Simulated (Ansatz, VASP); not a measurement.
## Two plane-wave programs on As

```
As
1.0
     5.21034    0.00000    0.00000
     0.00000    5.21034    0.00000
     0.00000    0.00000    3.17236
As
4
Direct
  0.79741 0.79741 0.00000
  0.20259 0.20259 0.00000
  0.70259 0.29741 0.50000
  0.29741 0.70259 0.50000
```

Alike in both runs: task relaxation of cell and atoms; functional PBE; k mesh 4 × 4 × 6; occupations gaussian, width 0.1 eV; no spin polarisation.

|  | VASP | Ansatz |
| --- | --- | --- |
| version | VASP 6.6.1 | Ansatz 0.2.0 |
| potentials or method | VASP PAW PBE potentials, release 64 (As), cutoff 600 eV | scalar-relativistic, plane waves, PAW |
| valence electrons in the cell | 20 | 60 |

VASP gave:

| Quantity | Value |
| --- | --- |
| gap on the k mesh at the Fermi level, each at its own relaxed structure (eV) | none |
| relaxed volume (Å³/atom) | 19.37 |
| relaxed cell length with the largest relative difference (Å) | 2.935 |

Task: Which values does Ansatz return?

Result: gap on the k mesh at the Fermi level, each at its own relaxed structure (eV): none; relaxed volume (Å³/atom): 19.37; relaxed cell length with the largest relative difference (Å): 2.999.

A gap of «none» marks a metal or a gap that the smearing closes. VASP's potentials hold 20 valence electrons a cell and Ansatz's 60, so a difference there can come from the potentials and not from the codes.

Noted on VASP's run: too few bands were computed for a metal, which touches its energy and stress.
